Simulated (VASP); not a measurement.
# IrRh5 (P-62m) in VASP: notebook, part 2 of 2

VASP 6.6.1.

### Step 4. Single point, PBE, collinear spin, ferromagnetic start

This run uses another cell than the first one, of 14.13 Å³/atom, 1.033 times its volume.

Contents of INCAR:

```
SYSTEM = IrRh5
PREC     = Accurate       ! precision mode
ENCUT    = 520            ! plane-wave cutoff, eV
EDIFF    = 1E-6           ! SCF threshold, eV
ISMEAR   = 0              ! smearing method
SIGMA    = 0.1            ! smearing width, eV
LREAL    = .False.        ! projectors in reciprocal space
LASPH    = .True.         ! aspherical terms in the spheres
NELM     = 150            ! most SCF steps
ALGO     = Normal         ! electronic algorithm
ISIF     = 2              ! what is computed and relaxed
LWAVE    = .False.        ! write WAVECAR
LCHARG   = .False.        ! write CHGCAR
ISPIN    = 2              ! spin polarisation
MAGMOM   = 1 1 1 1 1 1    ! initial moments
LORBIT   = 11             ! projections on sites
LMAXMIX  = 4              ! l up to which the mixer works
GGA      = PE             ! functional
NBANDS   = 55             ! bands
```

Contents of KPOINTS:

```
Automatic mesh
0
Gamma
  6 6 4
  0 0 0
```

Contents of POSCAR:

```
IrRh5
1.0
    4.7152671971      0.0000000000      0.0000000000
   -2.3576335986      4.0835411783      0.0000000000
    0.0000000000      0.0000000000      4.4030798158
Ir Rh
1 5
Direct
    0.0000000000      0.0000000000      0.0000000000
    0.6666666667      0.3333333333      0.0000000000
    0.3333333333      0.6666666667      0.0000000000
    0.3321911300      0.0000000000      0.5000000000
    0.0000000000      0.3321911300      0.5000000000
    0.6678088700      0.6678088700      0.5000000000
```

Potentials or basis: VASP PAW PBE potentials, release 64 (Ir, Rh_pv).

Started as:

```console
$ cat potpaw_PBE.64/Ir/POTCAR potpaw_PBE.64/Rh_pv/POTCAR > POTCAR
$ mpirun -np 1 vasp_std > vasp.out
```

OUTCAR:

```text
SYSTEM = IrRh5
   PREC = Accurate
   ENCUT = 520
   EDIFF = 1E-6
   ISMEAR = 0
   LREAL = .False.
   LASPH = .True.
   NELM = 150
   ISIF = 2
   ISPIN = 2
   LORBIT = 11
   GGA = PE

 ion  position               nearest neighbor table
   1  0.000  0.000  0.000-   6 2.70   6 2.70   4 2.70   4 2.70   5 2.70   5 2.70   2 2.72   3 2.72
                             2 2.72   3 2.72   2 2.72   3 2.72
   2  0.667  0.333  0.000-   5 2.71   5 2.71   4 2.71   4 2.71   6 2.71   6 2.71   3 2.72   3 2.72
                             1 2.72   1 2.72   1 2.72   3 2.72
   3  0.333  0.667  0.000-   4 2.71   4 2.71   5 2.71   5 2.71   6 2.71   6 2.71   2 2.72   2 2.72
                             1 2.72   1 2.72   1 2.72   2 2.72
   4  0.332  0.000  0.500-   1 2.70   1 2.70   3 2.71   3 2.71   2 2.71   2 2.71   6 2.71   5 2.71
                             5 2.73   6 2.73   5 2.73   6 2.73
   5  0.000  0.332  0.500-   1 2.70   1 2.70   2 2.71   2 2.71   3 2.71   3 2.71   6 2.71   4 2.71
                             6 2.73   4 2.73   4 2.73   6 2.73
   6  0.668  0.668  0.500-   1 2.70   1 2.70   3 2.71   3 2.71   2 2.71   2 2.71   4 2.71   5 2.71
                             5 2.73   4 2.73   4 2.73   5 2.73

  LATTYP: Found a hexagonal cell.
 ALAT       =     4.7152671971
 C/A-ratio  =     0.9337922183

  Lattice vectors:

 A1 = (   4.7152671971,   0.0000000000,   0.0000000000)
 A2 = (  -2.3576335986,   4.0835411783,   0.0000000000)
 A3 = (   0.0000000000,   0.0000000000,   4.4030798158)

Analysis of symmetry for initial positions (statically):
=====================================================================
 Subroutine PRICEL returns:
 Original cell was already a primitive cell.

 Routine SETGRP: Setting up the symmetry group for a
 hexagonal supercell.

 Subroutine GETGRP returns: Found 12 space group operations
 (whereof 12 operations were pure point group operations)
 out of a pool of 24 trial point group operations.

The static configuration has the point symmetry D_3h.

Analysis of symmetry for dynamics (positions and initial velocities):
=====================================================================
 Subroutine PRICEL returns:
 Original cell was already a primitive cell.

 Routine SETGRP: Setting up the symmetry group for a
 hexagonal supercell.

 Subroutine GETGRP returns: Found 12 space group operations
 (whereof 12 operations were pure point group operations)
 out of a pool of 24 trial point group operations.

The dynamic configuration has the point symmetry D_3h.

Analysis of structural, dynamic, and magnetic symmetry:
=====================================================================
 Subroutine PRICEL returns:
 Original cell was already a primitive cell.

 Routine SETGRP: Setting up the symmetry group for a
 hexagonal supercell.

 Subroutine GETGRP returns: Found 12 space group operations
 (whereof 12 operations were pure point group operations)
 out of a pool of 24 trial point group operations.

The overall configuration has the point symmetry D_3h.

 Subroutine INISYM returns: Found 12 space group operations
 (whereof 12 operations are pure point group operations),
 and found     1 'primitive' translations

----------------------------------------------------------------------------------------

                                     Primitive cell

  volume of cell :      84.7812

  direct lattice vectors                    reciprocal lattice vectors
     4.715267197  0.000000000  0.000000000     0.212077059  0.122442747  0.000000000
[... 102 lines left out ...]
   NUPDOWN=      -1.0000    fix difference up-down
   EMIN   =  10.00;   EMAX   =-10.00  energy-range for DOS
   EFERMI =   0.00;   METHOD = LEGACY
   ISMEAR =     0;   SIGMA  =   0.10  broadening in eV -4-tet -1-fermi 0-gaus
   EFERMI_NEDOS =   21; number of points for ismear=-14 and -15
   IALGO  =     38    algorithm
   IMIX   =      4    mixing-type and parameters
     AMIX     =   0.40;   BMIX     =  1.00
     AMIX_MAG =   1.60;   BMIX_MAG =  1.00
  volume/ion in A,a.u.               =      14.13        95.36
  Fermi-wavevector in a.u.,A,eV,Ry     =   1.632055  3.084136 36.240504  2.663602
  Thomas-Fermi vector in A             =   2.724089
   LORBIT       =     11    0 simple, 1 ext, 2 COOP (PROOUT), +10 PAW based schemes
   GGA     = PE    functional components
   LHFCALC =     F    Hartree Fock is set to
   AEXX    =    0.0000 exact exchange contribution
   IVDW    =     0    specifies the selected vdW correction
   LEPSILON=     F    determine dielectric tensor
   LRPA    =     F    only Hartree local field effects (RPA)
 spin polarized calculation
 Gauss-broadening in eV      SIGMA  =   0.10
  energy-cutoff  :      520.00
  volume of cell :       84.78
 maximum number of plane-waves:      2332
 NGX is ok and might be reduce to    36
   NGX = 17   NGY = 17   NGZ = 17

 number of electron      83.9999998 magnetization      -0.0427600

 number of electron      83.9999998 magnetization       0.0000582

 Free energy of the ion-electron system (eV)
  ---------------------------------------------------
  ext. energy  EPLUGINS =         0.00000000
  ---------------------------------------------------
  free energy    TOTEN  =       -45.11058229 eV

  energy without entropy =      -45.08407012  energy(sigma->0) =      -45.09732621

 E-fermi :  11.3360     XC(G=0): -13.8823

 val. band max:       11.3344621349   @ k =   0.1667   0.1667   0.5000
 cond. band min:      11.3416141662   @ k =   0.0000   0.0000   0.2500
 fundamental gap:      0.0071520313
 Fermi energy:        11.3360004445

 spin component 1

 k-point     1 :       0.0000    0.0000    0.0000
  band No.  band energies     occupation
      1     -35.7549      1.00000
      2     -35.6183      1.00000
      3     -35.6183      1.00000
      4     -35.5560      1.00000
      5     -35.5256      1.00000
      6     -35.4763      1.00000
[... 1186 lines left out ...]
     53      23.6211      0.00000
     54      23.8077      0.00000
 Fermi energy:        11.3360004445

 spin component 2

 k-point     1 :       0.0000    0.0000    0.0000
  band No.  band energies     occupation
      1     -35.7549      1.00000
      2     -35.6183      1.00000
      3     -35.6183      1.00000
      4     -35.5560      1.00000
      5     -35.5255      1.00000
      6     -35.4763      1.00000
[... 1186 lines left out ...]
     53      23.6211      0.00000
     54      23.8092      0.00000
 [bands above 54 left out]

------------------------ aborting loop because EDIFF is reached ----------------------------------------

  FORCE on cell =-STRESS in cart. coord.  units (eV):
  Direction    XX          YY          ZZ          XY          YZ          ZX
  --------------------------------------------------------------------------------------
  -------------------------------------------------------------------------------------
  Total        0.0763265      0.0763265      0.0747461     -0.0000000     -0.0000000      0.0000000
  in kB        1.4424014      1.4424014      1.4125345     -0.0000000     -0.0000000      0.0000000
  external PRESSURE =       1.4324458 kB  Pullay stress =       0.0000000 kB

 VOLUME and BASIS-vectors are now :
 -----------------------------------------------------------------------------
  energy-cutoff  :      520.00
  volume of cell :       84.78
      direct lattice vectors                 reciprocal lattice vectors
     4.715267197  0.000000000  0.000000000     0.212077059  0.122442747  0.000000000
    -2.357633599  4.083541178  0.000000000     0.000000000  0.244885494  0.000000000
     0.000000000  0.000000000  4.403079816     0.000000000  0.000000000  0.227113757

 POSITION                                       TOTAL-FORCE (eV/Angst)
 -----------------------------------------------------------------------------------
      0.00000      0.00000      0.00000        -0.000000     -0.000000      0.000000
      2.35763      1.36118      0.00000        -0.000000     -0.000000      0.000000
     -0.00000      2.72236      0.00000        -0.000000     -0.000000      0.000000
      1.56637      0.00000      2.20154        -0.000372     -0.000000     -0.000000
     -0.78318      1.35652      2.20154         0.000186     -0.000322      0.000000
      1.57445      2.72703      2.20154         0.000186      0.000322     -0.000000
 -----------------------------------------------------------------------------------
    total drift:                               -0.000000     -0.000000      0.000000

  FREE ENERGIE OF THE ION-ELECTRON SYSTEM (eV)
  ---------------------------------------------------
  free  energy   TOTEN  =       -45.1105822880 eV

  energy  without entropy=      -45.0840701236  energy(sigma->0) =      -45.09732621

 total charge

# of ion       s       p       d       tot
------------------------------------------
    1        0.686   0.642   6.884   8.212
    2        0.396   6.298   7.070  13.764
    3        0.396   6.298   7.070  13.764
    4        0.395   6.295   7.066  13.756
    5        0.395   6.295   7.066  13.756
    6        0.395   6.295   7.066  13.756
--------------------------------------------------
tot          2.664  32.122  42.221  77.007

 magnetization (x)

# of ion       s       p       d       tot
------------------------------------------
    1       -0.000  -0.000  -0.000  -0.000
    2       -0.000  -0.000   0.000   0.000
    3       -0.000  -0.000   0.000   0.000
    4        0.000   0.000   0.000   0.000
    5        0.000   0.000   0.000   0.000
    6        0.000   0.000   0.000   0.000
--------------------------------------------------
tot         -0.000  -0.000   0.000   0.000
```

It took 5.6 min on 1 thread of AMD EPYC 7R43 (Zen 3), shared host; peak memory 0.29 GiB.

What came out:

- Free energy: -45.1106 eV
- Pressure: 0.1 GPa
- Band gap on the k mesh: zero (filled and empty bands overlap)
- Net moment: 0.00 μB per cell
- Valence electrons inside the program's atomic spheres: Ir 8.21; Rh 13.76

Levels at points of the mesh, in eV from the Fermi level:
Spin up:
```
           k point  band 38  band 39  band 40  band 41  band 42  band 43  band 44  band 45  band 46  band 47
(0.00, 0.00, 0.00)    -1.84    -0.16    -0.13    -0.13     0.04     0.05     0.05     0.27     0.27     0.50
(0.50, 0.00, 0.00)    -1.79    -0.91    -0.84    -0.24    -0.11     0.30     0.39     0.47     0.65     0.78
(0.00, 0.00, 0.50)    -1.87    -1.87    -0.50    -0.50    -0.40    -0.40     0.09     0.19     0.19     0.41
(0.50, 0.00, 0.50)    -0.40    -0.35    -0.08    -0.02     0.05     0.21     0.50     0.71     0.75     0.90
```
Spin down:
```
           k point  band 39  band 40  band 41  band 42  band 43  band 44  band 45  band 46
(0.00, 0.00, 0.00)    -0.16    -0.13    -0.13     0.04     0.05     0.05     0.27     0.27
(0.50, 0.00, 0.00)    -0.91    -0.84    -0.24    -0.11     0.30     0.39     0.47     0.65
(0.00, 0.00, 0.50)    -1.87    -0.50    -0.50    -0.40    -0.40     0.09     0.19     0.19
(0.50, 0.00, 0.50)    -0.35    -0.08    -0.02     0.05     0.21     0.50     0.71     0.75
```

Caveat: spin-orbit coupling is left out, which moves the levels of the heavy elements.

### Step 5. Overview

```tsv
task	spin	cell	k mesh	cutoff (eV)	gap on the mesh (eV)	pressure (GPa)	largest force (eV/Å)
relaxation of cell and atoms	off	relaxed from a = 4.647, b = 4.647, c = 4.386 Å, angles 90.0, 90.0, 120.0°, 6 atoms	6 × 6 × 4	600	none	0.0	0.03
single point	off	a = 4.722, b = 4.722, c = 4.401 Å, angles 90.0, 90.0, 120.0°, 6 atoms	12 × 12 × 8	520	none	0.1	0.01
single point	collinear, ferromagnetic start	a = 4.715, b = 4.715, c = 4.403 Å, angles 90.0, 90.0, 120.0°, 6 atoms	6 × 6 × 4	520	none	0.1	-
```

Alike in all rows: level PBE; potentials or basis VASP PAW PBE potentials, release 64 (Ir, Rh_pv); smearing gaussian 0.1 eV.

Caveats: spin-orbit coupling is left out, which moves the levels of the heavy elements.

Total energies depend on the potentials used, so only differences within one code and one set of settings carry meaning.
